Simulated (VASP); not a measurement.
# Fe (Pm-3m) in VASP: notebook, part 2 of 2

VASP 6.6.1. Earlier steps stand in the parts before.

**4. Single point, PBE, collinear spin, ferromagnetic start (volume scaled by 0.68)**

Input file INCAR:

```
SYSTEM = Fe
PREC     = Accurate       ! precision mode
ENCUT    = 520            ! plane-wave cutoff, eV
EDIFF    = 1E-6           ! SCF threshold, eV
ISMEAR   = -1             ! smearing method
SIGMA    = 0.1            ! smearing width, eV
LREAL    = .FALSE.        ! projectors in reciprocal space
LASPH    = .TRUE.         ! aspherical terms in the spheres
NELM     = 150            ! most SCF steps
ALGO     = Normal         ! electronic algorithm
ISIF     = 2              ! what is computed and relaxed
LWAVE    = .FALSE.        ! write WAVECAR
LCHARG   = .FALSE.        ! write CHGCAR
ISPIN    = 2              ! spin polarisation
MAGMOM   = 2.5            ! initial moments
LORBIT   = 11             ! projections on sites
LMAXMIX  = 4              ! l up to which the mixer works
GGA      = PE             ! functional
NBANDS   = 14             ! bands
```

Input file KPOINTS:

```
Automatic mesh
0
G
  18 18 18
  0 0 0
```

Input file POSCAR:

```
Fe
1.0
    2.0841637068      0.0000000000      0.0000000000
    0.0000000000      2.0841637068      0.0000000000
    0.0000000000      0.0000000000      2.0841637068
Fe
1
Direct
    0.0000000000      0.0000000000      0.0000000000
```

Potentials or basis: VASP PAW PBE potentials, release 64 (Fe).

Command:

```sh
> cat potpaw_PBE.64/Fe/POTCAR > POTCAR
> mpirun -np 1 vasp_std > vasp.out
```

OUTCAR:

```text
SYSTEM = Fe
   PREC = Accurate
   ENCUT = 520
   EDIFF = 1E-6
   ISMEAR = -1
   LREAL = .FALSE.
   LASPH = .TRUE.
   NELM = 150
   ISIF = 2
   ISPIN = 2
   LORBIT = 11
   GGA = PE

 ion  position               nearest neighbor table
   1  0.000  0.000  0.000-

  LATTYP: Found a simple cubic cell.
 ALAT       =     2.0841637068

  Lattice vectors:

 A1 = (   2.0841637068,   0.0000000000,   0.0000000000)
 A2 = (   0.0000000000,   2.0841637068,   0.0000000000)
 A3 = (   0.0000000000,   0.0000000000,   2.0841637068)

Analysis of symmetry for initial positions (statically):
=====================================================================
 Subroutine PRICEL returns:
 Original cell was already a primitive cell.

 Routine SETGRP: Setting up the symmetry group for a
 simple cubic supercell.

 Subroutine GETGRP returns: Found 48 space group operations
 (whereof 48 operations were pure point group operations)
 out of a pool of 48 trial point group operations.

The static configuration has the point symmetry O_h .

Analysis of symmetry for dynamics (positions and initial velocities):
=====================================================================
 Subroutine PRICEL returns:
 Original cell was already a primitive cell.

 Routine SETGRP: Setting up the symmetry group for a
 simple cubic supercell.

 Subroutine GETGRP returns: Found 48 space group operations
 (whereof 48 operations were pure point group operations)
 out of a pool of 48 trial point group operations.

The dynamic configuration has the point symmetry O_h .

Analysis of structural, dynamic, and magnetic symmetry:
=====================================================================
 Subroutine PRICEL returns:
 Original cell was already a primitive cell.

 Routine SETGRP: Setting up the symmetry group for a
 simple cubic supercell.

 Subroutine GETGRP returns: Found 48 space group operations
 (whereof 48 operations were pure point group operations)
 out of a pool of 48 trial point group operations.

The overall configuration has the point symmetry O_h .

 Subroutine INISYM returns: Found 48 space group operations
 (whereof 48 operations are pure point group operations),
 and found     1 'primitive' translations

----------------------------------------------------------------------------------------

                                     Primitive cell

  volume of cell :       9.0531

  direct lattice vectors                    reciprocal lattice vectors
     2.084163707  0.000000000  0.000000000     0.479808758  0.000000000  0.000000000
     0.000000000  2.084163707  0.000000000     0.000000000  0.479808758  0.000000000
     0.000000000  0.000000000  2.084163707     0.000000000  0.000000000  0.479808758

  length of vectors
     2.084163707  2.084163707  2.084163707     0.479808758  0.479808758  0.479808758

  position of ions in fractional coordinates (direct lattice)
     0.000000000  0.000000000  0.000000000

  ion indices of the primitive-cell ions
   primitive index   ion index
                 1           1

----------------------------------------------------------------------------------------

 KPOINTS: Automatic mesh

Automatic generation of k-mesh.
 Grid dimensions read from file:
 generate k-points for:   18   18   18

 Generating k-lattice:

  Cartesian coordinates                     Fractional coordinates (reciprocal lattice)
[... 65 lines left out ...]
   NFREE  =      0    steps in history (QN), initial steepest desc. (CG)
   ISIF   =      2    stress and relaxation
   ISYM   =      2    0-nonsym 1-usesym 2-fastsym
   POTIM  = 0.5000    time-step for ionic-motion
   TEBEG  =    0.0;   TEEND  =   0.0 temperature during run
   PSTRESS=    0.0 pullay stress
   NELECT =       8.0000    total number of electrons
   NUPDOWN=      -1.0000    fix difference up-down
   EMIN   =  10.00;   EMAX   =-10.00  energy-range for DOS
   EFERMI =   0.00;   METHOD = LEGACY
   ISMEAR =    -1;   SIGMA  =   0.10  broadening in eV -4-tet -1-fermi 0-gaus
   EFERMI_NEDOS =   21; number of points for ismear=-14 and -15
   IALGO  =     38    algorithm
   IMIX   =      4    mixing-type and parameters
     AMIX     =   0.40;   BMIX     =  1.00
     AMIX_MAG =   1.60;   BMIX_MAG =  1.00
  volume/ion in A,a.u.               =       9.05        61.09
  Fermi-wavevector in a.u.,A,eV,Ry     =   1.570988  2.968738 33.579244  2.468005
  Thomas-Fermi vector in A             =   2.672640
   LORBIT       =     11    0 simple, 1 ext, 2 COOP (PROOUT), +10 PAW based schemes
   GGA     = PE    functional components
   LHFCALC =     F    Hartree Fock is set to
   AEXX    =    0.0000 exact exchange contribution
   IVDW    =     0    specifies the selected vdW correction
   LEPSILON=     F    determine dielectric tensor
   LRPA    =     F    only Hartree local field effects (RPA)
 spin polarized calculation
  energy-cutoff  :      520.00
  volume of cell :        9.05
 maximum number of plane-waves:       280
 NGX is ok and might be reduce to    16
   NGX =  7   NGY =  7   NGZ =  7

 number of electron       7.9999996 magnetization      -0.0020588

 number of electron       7.9999996 magnetization       0.0036411

 Free energy of the ion-electron system (eV)
  ---------------------------------------------------
  ext. energy  EPLUGINS =         0.00000000
  ---------------------------------------------------
  free energy    TOTEN  =        -6.61021298 eV

  energy without entropy =       -6.55750870  energy(sigma->0) =       -6.58386084

 E-fermi :   8.8295     XC(G=0): -14.3585

 val. band max:        8.8291443857   @ k =   0.2222   0.1111   0.1111
 cond. band min:       8.8299986447   @ k =   0.5000   0.5000   0.2778
 fundamental gap:      0.0008542590
 Fermi energy:         8.8295401397

 spin component 1

 k-point     1 :       0.0000    0.0000    0.0000
  band No.  band energies     occupation
      1      -1.0173      1.00000
      2       3.4650      1.00000
      3       3.4650      1.00000
      4      10.2176      0.00000
      5      10.2176      0.00000
      6      10.2176      0.00000
      7      33.0373      0.00000
      8      33.0373      0.00000
      9      33.0373      0.00000
     10      37.9125      0.00000
     11      37.9125      0.00000
     12      43.8936      0.00000
     13      57.2530      0.00000
     14      57.2530      0.00000
[... 379 lines left out ...]
      3       5.8920      1.00000
      4       8.4614      0.97544
      5       8.6107      0.89923
      6      10.1056      0.00000
      7      20.0411      0.00000
      8      32.6202      0.00000
      9      38.1773      0.00000
     10      39.0222      0.00000
     11      43.1611      0.00000
     12      47.6956      0.00000
     13      50.2264      0.00000
     14      50.9571      0.00000

 [... further k-points ...]

 spin component 2

 k-point     1 :       0.0000    0.0000    0.0000
  band No.  band energies     occupation
      1      -1.0166      1.00000
      2       3.4672      1.00000
      3       3.4672      1.00000
      4      10.2222      0.00000
      5      10.2222      0.00000
      6      10.2222      0.00000
      7      33.0385      0.00000
      8      33.0385      0.00000
      9      33.0385      0.00000
     10      37.9135      0.00000
     11      37.9135      0.00000
     12      43.8931      0.00000
     13      57.2543      0.00000
     14      57.2543      0.00000
[... 379 lines left out ...]
      3       5.8942      1.00000
      4       8.4657      0.97438
      5       8.6144      0.89581
      6      10.1102      0.00000
      7      20.0426      0.00000
      8      32.6213      0.00000
      9      38.1779      0.00000
     10      39.0236      0.00000
     11      43.1622      0.00000
     12      47.6968      0.00000
     13      50.2279      0.00000
     14      50.9584      0.00000

 [... further k-points ...]
[... 5 lines left out ...]
  --------------------------------------------------------------------------------------
  -------------------------------------------------------------------------------------
  Total        5.0849505      5.0849505      5.0849505      0.0000000      0.0000000      0.0000000
  in kB      899.9156849    899.9156849    899.9156849      0.0000000      0.0000000      0.0000000
  external PRESSURE =     899.9156849 kB  Pullay stress =       0.0000000 kB

 VOLUME and BASIS-vectors are now :
 -----------------------------------------------------------------------------
  energy-cutoff  :      520.00
  volume of cell :        9.05
      direct lattice vectors                 reciprocal lattice vectors
     2.084163707  0.000000000  0.000000000     0.479808758  0.000000000  0.000000000
     0.000000000  2.084163707  0.000000000     0.000000000  0.479808758  0.000000000
     0.000000000  0.000000000  2.084163707     0.000000000  0.000000000  0.479808758

 POSITION                                       TOTAL-FORCE (eV/Angst)
 -----------------------------------------------------------------------------------
      0.00000      0.00000      0.00000         0.000000      0.000000      0.000000
 -----------------------------------------------------------------------------------
    total drift:                               -0.000000     -0.000000      0.000000

  FREE ENERGIE OF THE ION-ELECTRON SYSTEM (eV)
  ---------------------------------------------------
  free  energy   TOTEN  =        -6.6102129788 eV

  energy  without entropy=       -6.5575086957  energy(sigma->0) =       -6.58386084

 total charge

# of ion       s       p       d       tot
------------------------------------------
    1        0.636   0.685   6.758   8.079

 magnetization (x)

# of ion       s       p       d       tot
------------------------------------------
    1        0.000  -0.000   0.003   0.003
```

Wall time 31 s (1 thread of Intel Xeon Platinum 8259CL at 2.50GHz (Skylake/Cascade Lake), shared host); peak memory 0.15 GiB.

What came out:

```
Free energy            : -6.6102 eV
Pressure               : 90.0 GPa
Band gap on the k mesh : zero (filled and empty bands overlap)
Net moment             : 0.00 μB per cell
```

Caveat: the starting moments collapsed, and a magnetic state may lie lower.

**5. Single point, PBE, collinear spin, ferromagnetic start (volume scaled by 0.68)**

Input file INCAR:

```
ALGO     = Normal         # electronic algorithm
EDIFF    = 1E-7           # SCF threshold, eV
ENCUT    = 520            # plane-wave cutoff, eV
GGA      = PE             # functional
ISIF     = 2              # what is computed and relaxed
ISMEAR   = -1             # smearing method
ISPIN    = 2              # spin polarisation
LASPH    = True           # aspherical terms in the spheres
LCHARG   = False          # write CHGCAR
LMAXMIX  = 4              # l up to which the mixer works
LORBIT   = 11             # projections on sites
LREAL    = False          # projectors in reciprocal space
LWAVE    = False          # write WAVECAR
MAGMOM   = 2.5            # initial moments
NBANDS   = 14             # bands
NELM     = 150            # most SCF steps
PREC     = Accurate       # precision mode
SIGMA    = 0.1            # smearing width, eV
```

Input file KPOINTS:

```
k-points
0
Gamma
  18 18 18
```

POSCAR is that of step 4.

Command:

```sh
> cat potpaw_PBE.64/Fe/POTCAR > POTCAR
> mpirun -np 1 vasp_std > vasp.out
```

Wall time 35 s (1 thread of Intel Xeon Platinum 8259CL at 2.50GHz (Skylake/Cascade Lake), shared host); peak memory 0.16 GiB.

It converged, with:

- Free energy: -6.6102 eV
- Pressure: 90.1 GPa
- Band gap on the k mesh: zero (filled and empty bands overlap)
- Net moment: 0.00 μB per cell

Levels at points of the mesh, in eV from the Fermi level:
Spin up:
```csv
k point,band 2,band 3,band 4,band 5,band 6,band 7
"(0.00, 0.00, 0.00)",-5.36,-5.36,1.39,1.39,1.39,24.21
"(0.50, 0.00, 0.00)",-4.44,-1.73,-0.95,-0.95,1.60,7.88
"(0.50, 0.50, 0.00)",-3.43,-0.44,-0.44,2.93,7.09,7.09
"(0.50, 0.50, 0.50)",-5.07,-5.07,3.05,3.05,13.14,17.26
```
Spin down:
```csv
k point,band 1,band 2,band 3,band 4,band 5,band 6,band 7,band 8
"(0.00, 0.00, 0.00)",-9.85,-5.36,-5.36,1.39,1.39,1.39,24.21,24.21
"(0.50, 0.00, 0.00)",-4.84,-4.44,-1.73,-0.95,-0.95,1.60,7.88,26.40
"(0.50, 0.50, 0.00)",-7.04,-3.43,-0.44,-0.44,2.93,7.09,7.09,14.39
"(0.50, 0.50, 0.50)",-5.07,-5.07,-5.07,3.05,3.05,13.14,17.26,17.26
```

Caveat: the starting moments collapsed, and a magnetic state may lie lower.

**6. Single point, PBE, collinear spin, ferromagnetic start (volume scaled by 0.78)**

Input file INCAR:

```
SYSTEM = Fe
  ALGO = Normal
  EDIFF = 1E-7
  ENCUT = 520
  GGA = PE
  ISIF = 2
  ISMEAR = -1
  ISPIN = 2
  LASPH = .True.
  LCHARG = .False.
  LMAXMIX = 4
  LORBIT = 11
  LREAL = .False.
  LWAVE = .False.
  MAGMOM = 2.5
  NBANDS = 14
  NELM = 150
  PREC = Accurate
  SIGMA = 0.1
```

Input file KPOINTS:

```
k-points
0
Gamma
  18 18 18
  0 0 0
```

Input file POSCAR:

```
Fe
1.0
    2.1816934389      0.0000000000      0.0000000000
    0.0000000000      2.1816934389      0.0000000000
    0.0000000000      0.0000000000      2.1816934389
Fe
1
Direct
    0.0000000000      0.0000000000      0.0000000000
```

Potentials or basis: VASP PAW PBE potentials, release 64 (Fe).

Command:

```sh
> cat potpaw_PBE.64/Fe/POTCAR > POTCAR
> mpirun -np 1 vasp_std > vasp.out
```

It took 29 s on 1 thread of Intel Xeon Platinum 8259CL at 2.50GHz (Skylake/Cascade Lake), shared host; peak memory 0.15 GiB.

Results (log left out):

- Free energy: -7.1384 eV
- Pressure: 46.8 GPa
- Net moment: 1.61 μB per cell
- Site moments: Fe +1.59 μB
- Valence electrons inside the program's atomic spheres: Fe 7.70

Levels at points of the mesh, in eV from the Fermi level:
Spin up:
| k point | band 2 | band 3 | band 4 | band 5 | band 6 | band 7 | band 8 | band 9 |
| --- | --- | --- | --- | --- | --- | --- | --- | --- |
| (0.00, 0.00, 0.00) | -4.83 | -4.83 | 0.22 | 0.22 | 0.22 | 22.03 | 22.03 | 22.03 |
| (0.50, 0.00, 0.00) | -4.10 | -1.60 | -1.60 | -1.53 | 0.39 | 6.27 | 25.12 | 29.61 |
| (0.50, 0.50, 0.00) | -3.33 | -1.22 | -1.22 | 1.92 | 6.21 | 6.21 | 12.92 | 16.15 |
| (0.50, 0.50, 0.50) | -4.80 | -4.80 | 2.02 | 2.02 | 13.14 | 14.92 | 14.92 | 14.92 |
Spin down:
```csv
k point,band 1,band 2,band 3,band 4,band 5,band 6,band 7,band 8
"(0.00, 0.00, 0.00)",-8.88,-3.90,-3.90,2.39,2.39,2.39,22.51,22.51
"(0.50, 0.00, 0.00)",-3.92,-3.11,-1.39,0.38,0.38,2.57,7.21,25.09
"(0.50, 0.50, 0.00)",-5.08,-2.36,0.82,0.82,3.17,6.51,6.51,13.72
"(0.50, 0.50, 0.50)",-3.27,-3.27,-3.27,3.28,3.28,12.94,15.41,15.41
```
